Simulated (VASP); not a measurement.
Here is a VASP 6.6.1 calculation.

File INCAR:

```
ALGO = Normal
EDIFF = 1E-6
EDIFFG = -0.001
ENCUT = 600
GGA = CA
IBRION = 2
ISIF = 3
ISMEAR = 0
LASPH = True
LCHARG = False
LREAL = False
LWAVE = False
NELM = 100
NSW = 80
PREC = Accurate
PSTRESS = 300.0
SIGMA = 0.01
```

KPOINTS

```
k-points
0
Gamma
  8 8 8
```

POSCAR

```
SnSe
1.0
    0.0000000000      2.9462619150      2.9462619150
    2.9462619150      0.0000000000      2.9462619150
    2.9462619150      2.9462619150      0.0000000000
Sn Se
1 1
Direct
    0.0000000000      0.0000000000      0.0000000000
    0.5000000000      0.5000000000      0.5000000000
```

Potentials or basis: VASP PAW LDA potentials, release 64 (Sn_d, Se).

Command:

```console
$ cat potpaw_LDA.64/Sn_d/POTCAR potpaw_LDA.64/Se/POTCAR > POTCAR
$ mpirun -np 1 vasp_std > vasp.out
```

Task: Predict the relaxed volume.

Result: 19.46 Å³/atom.

Task: What does it give for the relaxed cell?

Result: a = 3.804 Å, b = 3.804 Å, c = 3.804 Å, α = 60.00°, β = 60.00°, γ = 60.00°.

Task: What does it give for the band gap on the k mesh?

Result: 0.19 eV, indirect (least direct gap 0.31 eV).

Task: Predict the space group after relaxing (to 0.05 Å).

Result: Fm-3m (No. 225).

Final structure:
```yaml
crystal:
  lattice:
    - [0.00000, 2.68955, 2.68955]
    - [2.68955, 0.00000, 2.68955]
    - [2.68955, 2.68955, 0.00000]
  atoms:
    - { symbol: Sn, position: [0.00000, 0.00000, 0.00000] }
    - { symbol: Se, position: [0.50000, 0.50000, 0.50000] }
```

Caveat: the cell is relaxed towards a set pressure, so the enthalpy falls and the energy may rise; the volume moved by over 15 % at a fixed basis, so the end points are rough; spin-orbit coupling is left out, which moves the levels of the heavy elements. LDA usually gives volumes a few per cent too small.
